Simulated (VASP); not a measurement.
# HfOs (Pm-3m) in VASP: notebook

HfOs is run at these levels: LDA; tasks: single point, relaxation of cell and atoms.

Program: VASP 6.6.1. These are calculated values, not measurements. Logs are shortened: lines on timing, memory, paths and dates and some standing lists are left out, and cuts for length are marked.

## 1. The cell of the first run

It takes space group Pm-3m (No. 221, cubic). The conventional cell has a = 3.200 Å, b = 3.200 Å, c = 3.200 Å, α = 90.00°, β = 90.00°, γ = 90.00°. Within 3.7 Å of Hf (site symmetry m-3m) lie 8 Os at 2.77 Å and 6 Hf at 3.20 Å. Within 3.7 Å of Os (site symmetry m-3m) lie 8 Hf at 2.77 Å and 6 Os at 3.20 Å.

## 2. Single point, LDA

The input, INCAR:

```
SYSTEM = HfOs
  ALGO = Normal
  EDIFF = 1E-6
  ENCUT = 520
  GGA = CA
  ISIF = 2
  ISMEAR = -1
  LASPH = .TRUE.
  LCHARG = .FALSE.
  LREAL = .FALSE.
  LWAVE = .FALSE.
  NBANDS = 16
  NELM = 60
  PREC = Accurate
  SIGMA = 0.08
```

The input, KPOINTS:

```
k-points
0
G
  14 14 14
  0 0 0
```

The input, POSCAR:

```
HfOs
1.0
    3.2000207751      0.0000000000      0.0000000000
    0.0000000000      3.2000207751      0.0000000000
    0.0000000000      0.0000000000      3.2000207751
Hf Os
1 1
Direct
    0.0000000000      0.0000000000      0.0000000000
    0.5000000000      0.5000000000      0.5000000000
```

Potentials or basis: VASP PAW LDA potentials, release 64 (Hf_pv, Os).

Started as:

```console
> cat potpaw_LDA.64/Hf_pv/POTCAR potpaw_LDA.64/Os/POTCAR > POTCAR
> mpirun -np 1 vasp_std > vasp.out
```

OUTCAR:

```text
SYSTEM = HfOs
   EDIFF = 1E-6
   ENCUT = 520
   GGA = CA
   ISIF = 2
   ISMEAR = -1
   LASPH = .TRUE.
   LREAL = .FALSE.
   NELM = 60
   PREC = Accurate

 ion  position               nearest neighbor table
   1  0.000  0.000  0.000-   2 2.77   2 2.77   2 2.77   2 2.77   2 2.77   2 2.77   2 2.77   2 2.77

   2  0.500  0.500  0.500-   1 2.77   1 2.77   1 2.77   1 2.77   1 2.77   1 2.77   1 2.77   1 2.77

  LATTYP: Found a simple cubic cell.
 ALAT       =     3.2000207751

  Lattice vectors:

 A1 = (   3.2000207751,   0.0000000000,   0.0000000000)
 A2 = (   0.0000000000,   3.2000207751,   0.0000000000)
 A3 = (   0.0000000000,   0.0000000000,   3.2000207751)

Analysis of symmetry for initial positions (statically):
=====================================================================
 Subroutine PRICEL returns:
 Original cell was already a primitive cell.

 Routine SETGRP: Setting up the symmetry group for a
 simple cubic supercell.

 Subroutine GETGRP returns: Found 48 space group operations
 (whereof 48 operations were pure point group operations)
 out of a pool of 48 trial point group operations.

The static configuration has the point symmetry O_h .

Analysis of symmetry for dynamics (positions and initial velocities):
=====================================================================
 Subroutine PRICEL returns:
 Original cell was already a primitive cell.

 Routine SETGRP: Setting up the symmetry group for a
 simple cubic supercell.

 Subroutine GETGRP returns: Found 48 space group operations
 (whereof 48 operations were pure point group operations)
 out of a pool of 48 trial point group operations.

The dynamic configuration has the point symmetry O_h .

 Subroutine INISYM returns: Found 48 space group operations
 (whereof 48 operations are pure point group operations),
 and found     1 'primitive' translations

----------------------------------------------------------------------------------------

                                     Primitive cell

  volume of cell :      32.7686

  direct lattice vectors                    reciprocal lattice vectors
     3.200020775  0.000000000  0.000000000     0.312497971  0.000000000  0.000000000
     0.000000000  3.200020775  0.000000000     0.000000000  0.312497971  0.000000000
     0.000000000  0.000000000  3.200020775     0.000000000  0.000000000  0.312497971

  length of vectors
     3.200020775  3.200020775  3.200020775     0.312497971  0.312497971  0.312497971

  position of ions in fractional coordinates (direct lattice)
[... 8 lines left out ...]
----------------------------------------------------------------------------------------

 KPOINTS: k-points

Automatic generation of k-mesh.
 Grid dimensions read from file:
 generate k-points for:   14   14   14

 Generating k-lattice:

  Cartesian coordinates                     Fractional coordinates (reciprocal lattice)
     0.022321284  0.000000000  0.000000000     0.071428571  0.000000000  0.000000000
     0.000000000  0.022321284  0.000000000     0.000000000  0.071428571  0.000000000
     0.000000000  0.000000000  0.022321284     0.000000000  0.000000000  0.071428571

  Length of vectors
     0.022321284  0.022321284  0.022321284

  Shift w.r.t. Gamma in fractional coordinates (k-lattice)
     0.000000000  0.000000000  0.000000000

 Subroutine IBZKPT returns following result:
 ===========================================

 Found    120 irreducible k-points:

 Following reciprocal coordinates:
            Coordinates               Weight
  0.000000  0.000000  0.000000      1.000000
  0.071429  0.000000  0.000000      6.000000
  0.142857  0.000000  0.000000      6.000000
  0.214286  0.000000  0.000000      6.000000
  0.285714  0.000000  0.000000      6.000000
  0.357143  0.000000  0.000000      6.000000
[... 16 lines left out ...]
  0.285714  0.214286  0.000000     24.000000
  0.357143  0.214286  0.000000     24.000000
 [... further k-points ...]
   k-points           NKPTS =    120   k-points in BZ     NKDIM =    120   number of bands    NBANDS=     16
   number of dos      NEDOS =    301   number of ions     NIONS =      2
   total plane-waves  NPLWV =  13824
   dimension x,y,z NGX =    24 NGY =   24 NGZ =   24
   dimension x,y,z NGXF=    48 NGYF=   48 NGZF=   48
   ions per type =               1   1
   NGX,Y,Z   is equivalent  to a cutoff of  12.47, 12.47, 12.47 a.u.
   NGXF,Y,Z  is equivalent  to a cutoff of  24.94, 24.94, 24.94 a.u.
 SYSTEM =  HfOs
   PREC   = accura    normal or accurate (medium, high low for compatibility)
   ISTART =      0    job   : 0-new  1-cont  2-samecut
   ICHARG =      2    charge: 1-file 2-atom 10-const
   ISPIN  =      1    spin polarized calculation?
   LNONCOLLINEAR =      F non collinear calculations
   LSORBIT =      F    spin-orbit coupling
   LASPH  =      T    aspherical Exc in radial PAW
   ENCUT  =  520.0 eV  38.22 Ry    6.18 a.u.   5.95  5.95  5.95*2*pi/ulx,y,z
   NELM   =     60;   NELMIN=  2; NELMDL= -5     # of ELM steps
   EDIFF  = 0.1E-05   stopping-criterion for ELM
   LREAL  =      F    real-space projection
   EDIFFG = 0.1E-04   stopping-criterion for IOM
   NSW    =      0    number of steps for IOM
   IBRION =     -1    ionic relax: 0-MD 1-quasi-New 2-CG
   NFREE  =      0    steps in history (QN), initial steepest desc. (CG)
   ISIF   =      2    stress and relaxation
   ISYM   =      2    0-nonsym 1-usesym 2-fastsym
   POTIM  = 0.5000    time-step for ionic-motion
   TEBEG  =    0.0;   TEEND  =   0.0 temperature during run
   PSTRESS=    0.0 pullay stress
   NELECT =      18.0000    total number of electrons
   NUPDOWN=      -1.0000    fix difference up-down
   EMIN   =  10.00;   EMAX   =-10.00  energy-range for DOS
   EFERMI =   0.00;   METHOD = LEGACY
   ISMEAR =    -1;   SIGMA  =   0.08  broadening in eV -4-tet -1-fermi 0-gaus
   EFERMI_NEDOS =   21; number of points for ismear=-14 and -15
   IALGO  =     38    algorithm
   IMIX   =      4    mixing-type and parameters
     AMIX     =   0.40;   BMIX     =  1.00
     AMIX_MAG =   1.60;   BMIX_MAG =  1.00
  volume/ion in A,a.u.               =      16.38       110.57
  Fermi-wavevector in a.u.,A,eV,Ry     =   1.340745  2.533641 24.457796  1.797597
  Thomas-Fermi vector in A             =   2.469034
   LORBIT       =      0    0 simple, 1 ext, 2 COOP (PROOUT), +10 PAW based schemes
   GGA     = CA    functional components
   LHFCALC =     F    Hartree Fock is set to
   AEXX    =    0.0000 exact exchange contribution
   IVDW    =     0    specifies the selected vdW correction
   LEPSILON=     F    determine dielectric tensor
   LRPA    =     F    only Hartree local field effects (RPA)
 non-spin polarized calculation
  energy-cutoff  :      520.00
  volume of cell :       32.77
 maximum number of plane-waves:       912
 NGX is ok and might be reduce to    24
   NGX = 11   NGY = 11   NGZ = 11

 number of electron      17.9999998 magnetization

 Free energy of the ion-electron system (eV)
  ---------------------------------------------------
  ext. energy  EPLUGINS =         0.00000000
  ---------------------------------------------------
  free energy    TOTEN  =       -24.78400321 eV

  energy without entropy =      -24.77815112  energy(sigma->0) =      -24.78107717

 E-fermi :   7.3848     XC(G=0): -13.1201

 val. band max:        7.3744496012   @ k =   0.3571   0.0714   0.0000
 cond. band min:       7.4686387729   @ k =   0.5000   0.1429   0.0000
 fundamental gap:      0.0941891718
 Fermi energy:         7.3848398929

 k-point     1 :       0.0000    0.0000    0.0000
  band No.  band energies     occupation
      1     -22.7198      2.00000
      2     -22.7198      2.00000
      3     -22.7198      2.00000
      4      -1.7412      2.00000
      5       1.7998      2.00000
      6       1.7998      2.00000
[... 8 lines left out ...]
     15      15.8415      0.00000
     16      15.8415      0.00000

 k-point     2 :       0.0714    0.0000    0.0000
  band No.  band energies     occupation
      1     -22.7441      2.00000
      2     -22.7189      2.00000
      3     -22.7189      2.00000
      4      -1.6173      2.00000
      5       1.8562      2.00000
      6       1.8951      2.00000
[... 8 lines left out ...]
     15      15.4073      0.00000
     16      16.6413      0.00000

 k-point     3 :       0.1429    0.0000    0.0000
  band No.  band energies     occupation
      1     -22.8119      2.00000
      2     -22.7166      2.00000
      3     -22.7166      2.00000
      4      -1.2544      2.00000
      5       2.0229      2.00000
      6       2.1628      2.00000
[... 8 lines left out ...]
     15      14.4270      0.00000
     16      18.1119      0.00000

 k-point     4 :       0.2143    0.0000    0.0000
  band No.  band energies     occupation
      1     -22.9082      2.00000
      2     -22.7132      2.00000
      3     -22.7132      2.00000
      4      -0.6779      2.00000
      5       2.2930      2.00000
      6       2.5475      2.00000
[... 8 lines left out ...]
     15      13.4447      0.00000
     16      19.5976      0.00000
[... 324 lines left out ...]
 k-point    22 :       0.2143    0.2143    0.0000
  band No.  band energies     occupation
      1     -22.9082      2.00000
      2     -22.8680      2.00000
      3     -22.7018      2.00000
      4       0.1512      2.00000
      5       2.6377      2.00000
      6       3.2837      2.00000
[... 8 lines left out ...]
     15      15.3149      0.00000
     16      17.6681      0.00000

 k-point    23 :       0.2857    0.2143    0.0000
  band No.  band energies     occupation
      1     -22.9892      2.00000
      2     -22.8731      2.00000
      3     -22.6952      2.00000
      4       0.6867      2.00000
      5       2.7509      2.00000
      6       3.7572      2.00000
[... 8 lines left out ...]
     15      14.6799      0.00000
     16      18.3612      0.00000

 k-point    24 :       0.3571    0.2143    0.0000
  band No.  band energies     occupation
      1     -23.0734      2.00000
      2     -22.8651      2.00000
      3     -22.6893      2.00000
      4       1.2471      2.00000
      5       2.7666      2.00000
      6       4.1076      2.00000
[... 8 lines left out ...]
     15      14.0619      0.00000
     16      19.2314      0.00000

 [... further k-points ...]

------------------------ aborting loop because EDIFF is reached ----------------------------------------

  FORCE on cell =-STRESS in cart. coord.  units (eV):
  Direction    XX          YY          ZZ          XY          YZ          ZX
  --------------------------------------------------------------------------------------
  -------------------------------------------------------------------------------------
  Total       -0.0525280     -0.0525280     -0.0525280     -0.0000000     -0.0000000      0.0000000
  in kB       -2.5682843     -2.5682843     -2.5682843     -0.0000000     -0.0000000      0.0000000
  external PRESSURE =      -2.5682843 kB  Pullay stress =       0.0000000 kB

 VOLUME and BASIS-vectors are now :
 -----------------------------------------------------------------------------
  energy-cutoff  :      520.00
  volume of cell :       32.77
      direct lattice vectors                 reciprocal lattice vectors
     3.200020775  0.000000000  0.000000000     0.312497971  0.000000000  0.000000000
     0.000000000  3.200020775  0.000000000     0.000000000  0.312497971  0.000000000
     0.000000000  0.000000000  3.200020775     0.000000000  0.000000000  0.312497971

 POSITION                                       TOTAL-FORCE (eV/Angst)
 -----------------------------------------------------------------------------------
      0.00000      0.00000      0.00000         0.000000      0.000000      0.000000
      1.60001      1.60001      1.60001         0.000000      0.000000      0.000000
 -----------------------------------------------------------------------------------
    total drift:                                0.000000      0.000000     -0.000000

  FREE ENERGIE OF THE ION-ELECTRON SYSTEM (eV)
  ---------------------------------------------------
  free  energy   TOTEN  =       -24.7840032109 eV

  energy  without entropy=      -24.7781511194  energy(sigma->0) =      -24.78107717
```

Wall time 35 s (1 thread of Intel Xeon Platinum 8259CL at 2.50GHz (Skylake/Cascade Lake), shared host); peak memory 0.18 GiB.

What came out:

- Free energy: -24.7840 eV
- Pressure: -0.3 GPa
- Band gap on the k mesh: zero (band 9 reaches 8.13 eV, above the bottom of band 10 at 6.64 eV)

Caveat: spin-orbit coupling is left out, which moves the levels of the heavy elements.

[end of part 1 of 2]
